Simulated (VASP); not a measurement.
Ni:

```xyz
2
Lattice="2.4214 0.0000 0.0000 -1.2107 2.0970 0.0000 0.0000 0.0000 3.9632" Properties=species:S:1:pos:R:3 pbc="T T T"
Ni    1.2107    0.6990    2.9724
Ni    0.0000    1.3980    0.9908
```

Base run:

| Quantity | Value |
| --- | --- |
| Program | VASP 6.6.1 |
| Functional | LDA |
| Potentials or basis | VASP PAW LDA potentials, release 64 (Ni) |
| Cutoff | 520 eV |
| k mesh | 12 × 12 × 7 |
| Occupations | gaussian, width 0.01 eV |
| Spin | collinear spin, ferromagnetic start |
| Starting moments | [0.71, 0.71] μB |

Its results: pressure -0.3 GPa; net moment 1.17 μB per cell; site moments Ni +0.58 μB.

The run is repeated on the same cell with these changes: potentials or basis from VASP PAW LDA potentials, release 64 (Ni) to VASP PAW LDA potentials, release 64 (Ni_sv_GW); cutoff from 520 eV to 590 eV; further incar settings from ALGO = Normal; EDIFF = 1e-07; NBANDS = 21 to ALGO = Normal; EDIFF = 1e-06; NBANDS = 29; valence electrons from 20 to 36. What comes out?

Pressure -3.9 GPa; net moment 1.17 μB per cell; site moments Ni +0.61 μB.
